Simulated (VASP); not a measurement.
# Ru (Fd-3m) in VASP: single point with LDA

Aim: the single point of Ru with LDA.

Program: VASP 6.6.1. These are calculated values, not measurements. Logs are shortened: lines on timing, memory, paths and dates and some standing lists are left out, and cuts for length are marked.

## Step 1: The cell of the first run

It takes space group Fd-3m (No. 227, cubic). Conventional cell: a = 5.358 Å, b = 5.358 Å, c = 5.358 Å, α = 90.00°, β = 90.00°, γ = 90.00°. Ru (site symmetry -43m) has 4 Ru at 2.32 Å within 3.1 Å.

## Step 2: Single point, LDA

INCAR

```
SYSTEM = Ru
PREC     = Accurate       ! precision mode
ENCUT    = 520            ! plane-wave cutoff, eV
EDIFF    = 1E-6           ! SCF threshold, eV
ISMEAR   = -1             ! smearing method
SIGMA    = 0.13605693000000002 ! smearing width, eV
LREAL    = .False.        ! projectors in reciprocal space
LASPH    = .True.         ! aspherical terms in the spheres
NELM     = 60             ! most SCF steps
ALGO     = Normal         ! electronic algorithm
ISIF     = 2              ! what is computed and relaxed
LWAVE    = .False.        ! write WAVECAR
LCHARG   = .False.        ! write CHGCAR
GGA      = CA             ! functional
NBANDS   = 21             ! bands
```

KPOINTS

```
regular mesh
0
Gamma
  9 9 9
  0 0 0
```

POSCAR

```
Ru
1.0
    0.0000000000      2.6790328433      2.6790328433
    2.6790328433      0.0000000000      2.6790328433
    2.6790328433      2.6790328433      0.0000000000
Ru
2
Direct
    0.0000000000      0.0000000000      0.0000000000
    0.2500000000      0.2500000000      0.2500000000
```

Potentials or basis: VASP PAW LDA potentials, release 64 (Ru_pv).

Started as:

```bash
> cat potpaw_LDA.64/Ru_pv/POTCAR > POTCAR
> mpirun -np 1 vasp_std > vasp.out
```

OUTCAR:

```text
SYSTEM = Ru
   PREC = Accurate
   ENCUT = 520
   EDIFF = 1E-6
   ISMEAR = -1
   LREAL = .False.
   LASPH = .True.
   NELM = 60
   ISIF = 2
   GGA = CA

 ion  position               nearest neighbor table
   1  0.000  0.000  0.000-   2 2.32   2 2.32   2 2.32   2 2.32
   2  0.250  0.250  0.250-   1 2.32   1 2.32   1 2.32   1 2.32

  LATTYP: Found a face centered cubic cell.
 ALAT       =     5.3580656866

  Lattice vectors:

 A1 = (   0.0000000000,   2.6790328433,   2.6790328433)
 A2 = (   2.6790328433,   0.0000000000,   2.6790328433)
 A3 = (   2.6790328433,   2.6790328433,   0.0000000000)

Analysis of symmetry for initial positions (statically):
=====================================================================
 Subroutine PRICEL returns:
 Original cell was already a primitive cell.

 Routine SETGRP: Setting up the symmetry group for a
 face centered cubic supercell.

 Subroutine GETGRP returns: Found 48 space group operations
 (whereof 24 operations were pure point group operations)
 out of a pool of 48 trial point group operations.

The static configuration has the point symmetry T_d .
 The point group associated with its full space group is O_h .

Analysis of symmetry for dynamics (positions and initial velocities):
=====================================================================
 Subroutine PRICEL returns:
 Original cell was already a primitive cell.

 Routine SETGRP: Setting up the symmetry group for a
 face centered cubic supercell.

 Subroutine GETGRP returns: Found 48 space group operations
 (whereof 24 operations were pure point group operations)
 out of a pool of 48 trial point group operations.

The dynamic configuration has the point symmetry T_d .
 The point group associated with its full space group is O_h .

 Subroutine INISYM returns: Found 48 space group operations
 (whereof 24 operations are pure point group operations),
 and found     1 'primitive' translations

----------------------------------------------------------------------------------------

                                     Primitive cell

  volume of cell :      38.4560

  direct lattice vectors                    reciprocal lattice vectors
     0.000000000  2.679032843  2.679032843    -0.186634517  0.186634517  0.186634517
     2.679032843  0.000000000  2.679032843     0.186634517 -0.186634517  0.186634517
     2.679032843  2.679032843  0.000000000     0.186634517  0.186634517 -0.186634517

  length of vectors
     3.788724581  3.788724581  3.788724581     0.323260465  0.323260465  0.323260465

  position of ions in fractional coordinates (direct lattice)
     0.000000000  0.000000000  0.000000000
     0.250000000  0.250000000  0.250000000

  ion indices of the primitive-cell ions
   primitive index   ion index
                 1           1
                 2           2

----------------------------------------------------------------------------------------

 KPOINTS: regular mesh

Automatic generation of k-mesh.
 Grid dimensions read from file:
 generate k-points for:    9    9    9

 Generating k-lattice:

  Cartesian coordinates                     Fractional coordinates (reciprocal lattice)
    -0.020737169  0.020737169  0.020737169     0.111111111  0.000000000  0.000000000
     0.020737169 -0.020737169  0.020737169     0.000000000  0.111111111  0.000000000
     0.020737169  0.020737169 -0.020737169     0.000000000  0.000000000  0.111111111

  Length of vectors
     0.035917829  0.035917829  0.035917829

  Shift w.r.t. Gamma in fractional coordinates (k-lattice)
     0.000000000  0.000000000  0.000000000

 Subroutine IBZKPT returns following result:
 ===========================================

 Found     35 irreducible k-points:

 Following reciprocal coordinates:
            Coordinates               Weight
  0.000000  0.000000  0.000000      1.000000
  0.111111  0.000000  0.000000      8.000000
  0.222222  0.000000  0.000000      8.000000
  0.333333  0.000000  0.000000      8.000000
  0.444444  0.000000  0.000000      8.000000
  0.111111  0.111111  0.000000      6.000000
[... 16 lines left out ...]
 -0.333333  0.333333  0.000000     12.000000
  0.444444  0.444444  0.000000      6.000000
 [... further k-points ...]
   k-points           NKPTS =     35   k-points in BZ     NKDIM =     35   number of bands    NBANDS=     21
   number of dos      NEDOS =    301   number of ions     NIONS =      2
   total plane-waves  NPLWV =  21952
   dimension x,y,z NGX =    28 NGY =   28 NGZ =   28
   dimension x,y,z NGXF=    56 NGYF=   56 NGZF=   56
   ions per type =               2
   NGX,Y,Z   is equivalent  to a cutoff of  12.29, 12.29, 12.29 a.u.
   NGXF,Y,Z  is equivalent  to a cutoff of  24.57, 24.57, 24.57 a.u.
 SYSTEM =  Ru
   PREC   = accura    normal or accurate (medium, high low for compatibility)
   ISTART =      0    job   : 0-new  1-cont  2-samecut
   ICHARG =      2    charge: 1-file 2-atom 10-const
   ISPIN  =      1    spin polarized calculation?
   LNONCOLLINEAR =      F non collinear calculations
   LSORBIT =      F    spin-orbit coupling
   LASPH  =      T    aspherical Exc in radial PAW
   ENCUT  =  520.0 eV  38.22 Ry    6.18 a.u.   7.04  7.04  7.04*2*pi/ulx,y,z
   NELM   =     60;   NELMIN=  2; NELMDL= -5     # of ELM steps
   EDIFF  = 0.1E-05   stopping-criterion for ELM
   LREAL  =      F    real-space projection
   EDIFFG = 0.1E-04   stopping-criterion for IOM
   NSW    =      0    number of steps for IOM
   IBRION =     -1    ionic relax: 0-MD 1-quasi-New 2-CG
   NFREE  =      0    steps in history (QN), initial steepest desc. (CG)
   ISIF   =      2    stress and relaxation
   ISYM   =      2    0-nonsym 1-usesym 2-fastsym
   POTIM  = 0.5000    time-step for ionic-motion
   TEBEG  =    0.0;   TEEND  =   0.0 temperature during run
   PSTRESS=    0.0 pullay stress
   NELECT =      28.0000    total number of electrons
   NUPDOWN=      -1.0000    fix difference up-down
   EMIN   =  10.00;   EMAX   =-10.00  energy-range for DOS
   EFERMI =   0.00;   METHOD = LEGACY
   ISMEAR =    -1;   SIGMA  =   0.14  broadening in eV -4-tet -1-fermi 0-gaus
   EFERMI_NEDOS =   21; number of points for ismear=-14 and -15
   IALGO  =     38    algorithm
   IMIX   =      4    mixing-type and parameters
     AMIX     =   0.40;   BMIX     =  1.00
     AMIX_MAG =   1.60;   BMIX_MAG =  1.00
  volume/ion in A,a.u.               =      19.23       129.76
  Fermi-wavevector in a.u.,A,eV,Ry     =   1.472785  2.783161 29.512354  2.169097
  Thomas-Fermi vector in A             =   2.587758
   LORBIT       =      0    0 simple, 1 ext, 2 COOP (PROOUT), +10 PAW based schemes
   GGA     = CA    functional components
   LHFCALC =     F    Hartree Fock is set to
   AEXX    =    0.0000 exact exchange contribution
   IVDW    =     0    specifies the selected vdW correction
   LEPSILON=     F    determine dielectric tensor
   LRPA    =     F    only Hartree local field effects (RPA)
 non-spin polarized calculation
  energy-cutoff  :      520.00
  volume of cell :       38.46
 maximum number of plane-waves:      1049
   NGX = 15   NGY = 15   NGZ = 15

 number of electron      27.9999997 magnetization

 Free energy of the ion-electron system (eV)
  ---------------------------------------------------
  ext. energy  EPLUGINS =         0.00000000
  ---------------------------------------------------
  free energy    TOTEN  =       -18.64107684 eV

  energy without entropy =      -18.53283870  energy(sigma->0) =      -18.58695777

 E-fermi :   7.5048     XC(G=0): -11.9305

 val. band max:        7.4215793598   @ k =  -0.4444   0.1111   0.0000
 cond. band min:       7.5121558305   @ k =   0.4444   0.1111   0.0000
 fundamental gap:      0.0905764707
 Fermi energy:         7.5048002725

 k-point     1 :       0.0000    0.0000    0.0000
  band No.  band energies     occupation
      1     -35.6046      2.00000
      2     -35.6046      2.00000
      3     -35.6046      2.00000
      4     -34.5825      2.00000
      5     -34.5825      2.00000
      6     -34.5825      2.00000
[... 13 lines left out ...]
     20      20.2149      0.00000
     21      20.7531      0.00000

 k-point     2 :       0.1111    0.0000    0.0000
  band No.  band energies     occupation
      1     -35.6193      2.00000
      2     -35.6193      2.00000
      3     -35.6026      2.00000
      4     -34.5856      2.00000
      5     -34.5669      2.00000
      6     -34.5669      2.00000
[... 13 lines left out ...]
     20      18.6712      0.00000
     21      20.0868      0.00000

 k-point     3 :       0.2222    0.0000    0.0000
  band No.  band energies     occupation
      1     -35.6547      2.00000
      2     -35.6547      2.00000
      3     -35.5981      2.00000
      4     -34.5926      2.00000
      5     -34.5291      2.00000
      6     -34.5291      2.00000
[... 13 lines left out ...]
     20      17.9063      0.00000
     21      18.7973      0.00000

 k-point     4 :       0.3333    0.0000    0.0000
  band No.  band energies     occupation
      1     -35.6922      2.00000
      2     -35.6922      2.00000
      3     -35.5938      2.00000
      4     -34.5995      2.00000
      5     -34.4889      2.00000
      6     -34.4889      2.00000
[... 13 lines left out ...]
     20      17.9059      0.00000
     21      18.2675      0.00000

 k-point     5 :       0.4444    0.0000    0.0000
  band No.  band energies     occupation
      1     -35.7154      2.00000
      2     -35.7154      2.00000
      3     -35.5916      2.00000
      4     -34.6034      2.00000
      5     -34.4640      2.00000
      6     -34.4640      2.00000
[... 13 lines left out ...]
     20      17.9058      0.00000
     21      18.0763      0.00000
[... 382 lines left out ...]
     20      14.0542      0.00000
     21      17.9055      0.00000

 k-point    22 :      -0.4444    0.3333    0.0000
  band No.  band energies     occupation
      1     -35.8477      2.00000
      2     -35.8018      2.00000
      3     -35.2407      2.00000
      4     -34.9583      2.00000
      5     -34.3715      2.00000
      6     -34.3310      2.00000
[... 13 lines left out ...]
     20      14.2824      0.00000
     21      17.9056      0.00000

 k-point    23 :      -0.3333    0.3333    0.0000
  band No.  band energies     occupation
      1     -35.8547      2.00000
      2     -35.7759      2.00000
      3     -35.2994      2.00000
      4     -34.8948      2.00000
      5     -34.3992      2.00000
      6     -34.3273      2.00000
[... 13 lines left out ...]
     20      15.4248      0.00000
     21      17.9058      0.00000

 k-point    24 :       0.4444    0.4444    0.0000
  band No.  band energies     occupation
      1     -35.8274      2.00000
      2     -35.8274      2.00000
      3     -35.1920      2.00000
      4     -35.0161      2.00000
      5     -34.3440      2.00000
      6     -34.3440      2.00000
[... 13 lines left out ...]
     20      13.0833      0.00000
     21      17.9051      0.00000

 [... further k-points ...]

------------------------ aborting loop because EDIFF is reached ----------------------------------------

  FORCE on cell =-STRESS in cart. coord.  units (eV):
  Direction    XX          YY          ZZ          XY          YZ          ZX
  --------------------------------------------------------------------------------------
  -------------------------------------------------------------------------------------
  Total        0.1859295      0.1859295      0.1859295      0.0000000     -0.0000000      0.0000000
  in kB        7.7463098      7.7463098      7.7463098      0.0000000     -0.0000000      0.0000000
  external PRESSURE =       7.7463098 kB  Pullay stress =       0.0000000 kB

 VOLUME and BASIS-vectors are now :
 -----------------------------------------------------------------------------
  energy-cutoff  :      520.00
  volume of cell :       38.46
      direct lattice vectors                 reciprocal lattice vectors
     0.000000000  2.679032843  2.679032843    -0.186634517  0.186634517  0.186634517
     2.679032843  0.000000000  2.679032843     0.186634517 -0.186634517  0.186634517
     2.679032843  2.679032843  0.000000000     0.186634517  0.186634517 -0.186634517

 POSITION                                       TOTAL-FORCE (eV/Angst)
 -----------------------------------------------------------------------------------
      0.00000      0.00000      0.00000        -0.000000     -0.000000     -0.000000
      1.33952      1.33952      1.33952         0.000000      0.000000      0.000000
 -----------------------------------------------------------------------------------
    total drift:                                0.000000      0.000000      0.000000

  FREE ENERGIE OF THE ION-ELECTRON SYSTEM (eV)
  ---------------------------------------------------
  free  energy   TOTEN  =       -18.6410768356 eV

  energy  without entropy=      -18.5328386961  energy(sigma->0) =      -18.58695777
```

It took 12 s on 1 thread of AMD EPYC 9R45 (Zen 5), shared host; peak memory 0.12 GiB.

What came out:

- Free energy: -18.6411 eV
- Pressure: 0.8 GPa
- Band gap on the k mesh: zero (band 14 reaches 7.72 eV, above the bottom of band 15 at 6.95 eV)
